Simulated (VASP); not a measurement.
# Pt in VASP: settings compared

The runs below take Pt through single point, with r2SCAN, PBEsol.

All numbers are computed with VASP 6.6.1; they aren't measurements. Logs are shortened: lines on timing, memory, paths and dates and some standing lists are left out, and cuts for length are marked.

### Step 1. The cell of the first run

The cell holds a slab with vacuum, 5 atoms: a = 2.786 Å, b = 2.786 Å, c = 24.100 Å, α = 90.00°, β = 90.00°, γ = 120.00°.

### Step 2. Single point, r2SCAN

POSCAR reads:

```
Pt
1.0
    2.7861568203      0.0000000000      0.0000000000
   -1.3930784101      2.4128825853      0.0000000000
    0.0000000000      0.0000000000     24.0995500708
Pt
5
Direct
    0.6666666667      0.3333333333      0.3112091295
    0.3333333333      0.6666666667      0.4056045648
    0.0000000000      0.0000000000      0.5000000000
    0.6666666667      0.3333333333      0.5943954352
    0.3333333333      0.6666666667      0.6887908705
```

INCAR.step1 reads:

```
SYSTEM = Pt
  PREC = Accurate
  ENCUT = 520
  ISMEAR = 0
  SIGMA = 0.1
  LREAL = .False.
  LASPH = .True.
  NELM = 60
  LDIPOL = .True.
  IDIPOL = 3
  DIPOL = 0.5 0.5 0.500
  NBANDS = 33
  GGA = PE
  ALGO = Normal
  EDIFF = 1E-4
  LWAVE = .True.
  LCHARG = .False.
```

INCAR.step2 reads:

```
SYSTEM = Pt
  PREC = Accurate
  ENCUT = 520
  EDIFF = 1E-6
  ISMEAR = 0
  SIGMA = 0.1
  LREAL = .False.
  LASPH = .True.
  NELM = 60
  ALGO = Normal
  ISIF = 2
  LWAVE = .False.
  LCHARG = .True.
  LDIPOL = .True.
  IDIPOL = 3
  DIPOL = 0.5 0.5 0.500
  METAGGA = R2SCAN
  LMIXTAU = .True.
  LELF = .True.
  LVHAR = .True.
  LVACPOTAV = .True.
  NBANDS = 33
  ISTART = 1
```

KPOINTS reads:

```
Automatic mesh
0
Gamma
  2 2 1
  0 0 0
```

Potentials or basis: VASP PAW PBE potentials, release 64 (Pt).

On the command line:

```console
cat potpaw_PBE.64/Pt/POTCAR > POTCAR
cp INCAR.step1 INCAR
mpirun -np 1 vasp_std > vasp.out
cp INCAR.step2 INCAR
mpirun -np 1 vasp_std > vasp.out
```

OUTCAR:

```text
SYSTEM = Pt
   PREC = Accurate
   ENCUT = 520
   EDIFF = 1E-6
   ISMEAR = 0
   LREAL = .False.
   LASPH = .True.
   NELM = 60
   ISIF = 2
   METAGGA = R2SCAN
   ISTART = 1

 ion  position               nearest neighbor table
   1  0.667  0.333  0.311-   2 2.79   2 2.79   2 2.79
   2  0.333  0.667  0.406-   3 2.79   3 2.79   3 2.79   1 2.79   1 2.79   1 2.79
   3  0.000  0.000  0.500-   2 2.79   4 2.79   2 2.79   4 2.79   4 2.79   2 2.79
   4  0.667  0.333  0.594-   3 2.79   3 2.79   3 2.79   5 2.79   5 2.79   5 2.79
   5  0.333  0.667  0.689-   4 2.79   4 2.79   4 2.79

  LATTYP: Found a hexagonal cell.
 ALAT       =     2.7861568203
 C/A-ratio  =     8.6497464519

  Lattice vectors:

 A1 = (   2.7861568203,   0.0000000000,   0.0000000000)
 A2 = (  -1.3930784101,   2.4128825853,   0.0000000000)
 A3 = (   0.0000000000,   0.0000000000,  24.0995500708)

Analysis of symmetry for initial positions (statically):
=====================================================================
 Subroutine PRICEL returns:
 Original cell was already a primitive cell.

 Routine SETGRP: Setting up the symmetry group for a
 hexagonal supercell.

 Subroutine GETGRP returns: Found 12 space group operations
 (whereof 12 operations were pure point group operations)
 out of a pool of 24 trial point group operations.

The static configuration has the point symmetry D_3d.

Analysis of symmetry for dynamics (positions and initial velocities):
=====================================================================
 Subroutine PRICEL returns:
 Original cell was already a primitive cell.

 Routine SETGRP: Setting up the symmetry group for a
 hexagonal supercell.

 Subroutine GETGRP returns: Found 12 space group operations
 (whereof 12 operations were pure point group operations)
 out of a pool of 24 trial point group operations.

The dynamic configuration has the point symmetry D_3d.

 Subroutine INISYM returns: Found 12 space group operations
 (whereof 12 operations are pure point group operations),
 and found     1 'primitive' translations

----------------------------------------------------------------------------------------

                                     Primitive cell

  volume of cell :     162.0133

  direct lattice vectors                    reciprocal lattice vectors
     2.786156820  0.000000000  0.000000000     0.358917342  0.207221024  0.000000000
[... 82 lines left out ...]
   EMIN   =  10.00;   EMAX   =-10.00  energy-range for DOS
   EFERMI =   0.00;   METHOD = LEGACY
   ISMEAR =     0;   SIGMA  =   0.10  broadening in eV -4-tet -1-fermi 0-gaus
   EFERMI_NEDOS =   21; number of points for ismear=-14 and -15
   IALGO  =     38    algorithm
   IMIX   =      4    mixing-type and parameters
     AMIX     =   0.40;   BMIX     =  1.00
     AMIX_MAG =   1.60;   BMIX_MAG =  1.00
  volume/ion in A,a.u.               =      32.40       218.66
  Fermi-wavevector in a.u.,A,eV,Ry     =   1.106321  2.090644 16.652807  1.223947
  Thomas-Fermi vector in A             =   2.242821
   LORBIT       =      0    0 simple, 1 ext, 2 COOP (PROOUT), +10 PAW based schemes
   METAGGA = R2SCAN    functional components
   LHFCALC =     F    Hartree Fock is set to
   AEXX    =    0.0000 exact exchange contribution
   IVDW    =     0    specifies the selected vdW correction
   LEPSILON=     F    determine dielectric tensor
   LRPA    =     F    only Hartree local field effects (RPA)
 non-spin polarized calculation
 Gauss-broadening in eV      SIGMA  =   0.10
  energy-cutoff  :      520.00
  volume of cell :      162.01
 maximum number of plane-waves:      4398
 NGX is ok and might be reduce to    24
   NGX = 11   NGY = 11   NGZ = 89

 dipolmoment           0.000000      0.000000      0.000000 electrons x Angstroem

 number of electron      50.0000002 magnetization

 dipolmoment           0.000000      0.000000     -0.000000 electrons x Angstroem

 Free energy of the ion-electron system (eV)
  ---------------------------------------------------
  ext. energy  EPLUGINS =         0.00000000
  ---------------------------------------------------
  free energy    TOTEN  =      -245.50074107 eV

  energy without entropy =     -245.41192133  energy(sigma->0) =     -245.45633120

 E-fermi :   2.3995     XC(G=0):  -7.5343

 val. band max:        2.3990887478   @ k =   0.5000  -0.0000   0.0000
 cond. band min:       2.5011107839   @ k =   0.0000   0.0000   0.0000
 fundamental gap:      0.1020220361
 Fermi energy:         2.3994854427

 k-point     1 :       0.0000    0.0000    0.0000
  band No.  band energies     occupation
      1      -8.0467      2.00000
      2      -7.1451      2.00000
      3      -6.0598      2.00000
      4      -5.3995      2.00000
      5      -5.3215      2.00000
      6      -1.8098      2.00000
[... 25 lines left out ...]
     32       7.7561      0.00000
     33       8.1476      0.00000

 k-point     2 :       0.5000   -0.0000    0.0000
  band No.  band energies     occupation
      1      -5.0916      2.00000
      2      -4.9203      2.00000
      3      -4.5617      2.00000
      4      -4.4153      2.00000
      5      -4.3470      2.00000
      6      -4.1910      2.00000
[... 25 lines left out ...]
     32       8.0468      0.00000
     33       8.5010      0.00000

------------------------ aborting loop because EDIFF is reached ----------------------------------------

  FORCE on cell =-STRESS in cart. coord.  units (eV):
  Direction    XX          YY          ZZ          XY          YZ          ZX
  --------------------------------------------------------------------------------------
  -------------------------------------------------------------------------------------
  Total       23.9857866     23.9857866      1.9537570      0.0000000     -0.0000000      0.0000000
  in kB      237.1995538    237.1995538     19.3210382      0.0000000     -0.0000000      0.0000000
  external PRESSURE =     164.5733819 kB  Pullay stress =       0.0000000 kB

 VOLUME and BASIS-vectors are now :
 -----------------------------------------------------------------------------
  energy-cutoff  :      520.00
  volume of cell :      162.01
      direct lattice vectors                 reciprocal lattice vectors
     2.786156820  0.000000000  0.000000000     0.358917342  0.207221024  0.000000000
    -1.393078410  2.412882585  0.000000000     0.000000000  0.414442048  0.000000000
     0.000000000  0.000000000 24.099550071     0.000000000  0.000000000  0.041494551

 POSITION                                       TOTAL-FORCE (eV/Angst)
 -----------------------------------------------------------------------------------
      1.39308      0.80429      7.50000         0.000000      0.000000     -0.267166
     -0.00000      1.60859      9.77489        -0.000000     -0.000000      0.141723
      0.00000      0.00000     12.04978        -0.000000      0.000000      0.000000
      1.39308      0.80429     14.32466        -0.000000      0.000000     -0.141723
     -0.00000      1.60859     16.59955         0.000000     -0.000000      0.267166
 -----------------------------------------------------------------------------------
    total drift:                               -0.000000      0.000000     -0.000000

  FREE ENERGIE OF THE ION-ELECTRON SYSTEM (eV)
  ---------------------------------------------------
  free  energy   TOTEN  =      -245.5007410701 eV

  energy  without entropy=     -245.4119213303  energy(sigma->0) =     -245.45633120

 vacuum level on the upper side and lower side of the slab         8.134         8.134
```

OUTCAR.step1:

```text
SYSTEM = Pt
   PREC = Accurate
   ENCUT = 520
   ISMEAR = 0
   LREAL = .False.
   LASPH = .True.
   NELM = 60
   GGA = PE
[... 286 lines left out ...]
      1.39308      0.80429     14.32466         0.000000      0.000000     -0.165822
     -0.00000      1.60859     16.59955        -0.000000     -0.000000      0.298366
 -----------------------------------------------------------------------------------
    total drift:                               -0.000000      0.000000     -0.000000

  FREE ENERGIE OF THE ION-ELECTRON SYSTEM (eV)
  ---------------------------------------------------
  free  energy   TOTEN  =       -18.5561536368 eV

  energy  without entropy=      -18.4205425745  energy(sigma->0) =      -18.48834811

 vacuum level on the upper side and lower side of the slab         8.160         8.160
```

It took 2.2 min on 1 thread of Intel Xeon Platinum 8488C (Sapphire Rapids), shared host; peak memory 0.33 GiB.

Results:

| Item | Value |
| --- | --- |
| Free energy | -245.5007 eV |
| Largest force | 0.267 eV/Å |
| Band gap on the k mesh | zero (band 25 reaches 2.56 eV, above the bottom of band 26 at 1.72 eV) |

Forces on the atoms (eV/Å):
```
Pt   0.000  0.000 -0.267
Pt   0.000  0.000  0.142
Pt   0.000  0.000  0.000
Pt   0.000  0.000 -0.142
Pt   0.000  0.000  0.267
```

Caveat: the k points lie up to 1.30 Å⁻¹ apart; the PAW data sets were made with another functional, which shifts forces and pressure a little; spin-orbit coupling is left out, which moves the levels of the heavy elements.

### Step 3. Single point, PBEsol

INCAR reads:

```
PREC     = Accurate       # precision mode
ENCUT    = 520            # plane-wave cutoff, eV
EDIFF    = 1E-7           # SCF threshold, eV
ISMEAR   = 0              # smearing method
SIGMA    = 0.1            # smearing width, eV
LREAL    = F              # projectors in reciprocal space
LASPH    = T              # aspherical terms in the spheres
NELM     = 60             # most SCF steps
ALGO     = Normal         # electronic algorithm
ISIF     = 2              # what is computed and relaxed
LWAVE    = F              # write WAVECAR
LCHARG   = F              # write CHGCAR
LDIPOL   = T            
IDIPOL   = 3            
DIPOL    = 0.5 0.5 0.500
GGA      = PS             # functional
NBANDS   = 33             # bands
```

KPOINTS reads:

```
regular mesh
0
Gamma
  15 15 1
```

POSCAR is that of step 2.

Potentials or basis: VASP PAW PBE potentials, release 64 (Pt).

On the command line:

```console
cat potpaw_PBE.64/Pt/POTCAR > POTCAR
mpirun -np 1 vasp_std > vasp.out
```

Wall time 3.4 min (1 thread of Intel Xeon Platinum 8488C (Sapphire Rapids), shared host); peak memory 0.36 GiB.

Results (log left out):

```yaml
Free_energy: -33.2303 eV
Largest_force: 0.256 eV/Å
Band_gap_on_the_k_mesh: zero (band 25 reaches 2.50 eV, above the bottom of band 26 at 1.04 eV)
```

Forces in eV/Å, atoms in the order of the input:
```
Pt   0.000  0.000  0.078
Pt   0.000  0.000  0.256
Pt   0.000  0.000  0.000
Pt   0.000  0.000 -0.256
Pt   0.000  0.000 -0.078
```

Levels at points of the mesh, in eV from the Fermi level:
```csv
k point,band 21,band 22,band 23,band 24,band 25,band 26,band 27,band 28
"(0.00, 0.00, 0.00)",-1.61,-1.45,-1.45,-0.97,-0.97,-0.33,-0.33,-0.18
```

Caveat: the PAW data sets were made with another functional, which shifts forces and pressure a little; spin-orbit coupling is left out, which moves the levels of the heavy elements.
